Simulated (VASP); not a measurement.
Crystal: PbO.

```
Pb O
1.0
     3.21483    0.00000    0.00000
     0.00000    3.21483    0.00000
     0.00000    0.00000    3.21483
Pb O
1 1
Direct
  0.00000 0.00000 0.00000
  0.50000 0.50000 0.50000
```

* Program: VASP 6.6.1
* Task: relaxation of cell and atoms
* Functional: LDA
* Potentials or basis: VASP PAW LDA potentials, release 64 (Pb_d, O)
* Cutoff: 600 eV
* k mesh: 8 × 8 × 8
* Occupations: fermi-dirac, width 0.02 eV
* Spin: no spin polarisation

At the start: pressure -8.3 GPa; volume 16.61 Å³/atom.

Task: Where does the relaxation end?

Result: Over 3 steps the energy falls by 37.3 meV/atom and the volume is 15.28 Å³/atom (-8.0 %); space group Pm-3m (No. 221, to 0.05 Å).

Step by step:
```
step  energy change (eV)  largest force (eV/Å)  pressure (GPa)  volume (Å³)
   1              0.0000                0.0000           -8.32        33.23
   2             -0.0522                0.0000            5.77        29.25
   3             -0.0747                0.0000           -0.05        30.56
```

Final structure:
```
Pb O
1.0
     3.12644    0.00000    0.00000
     0.00000    3.12644    0.00000
     0.00000    0.00000    3.12644
Pb O
1 1
Cartesian
  0.0000 0.0000 0.0000
  1.5632 1.5632 1.5632
```
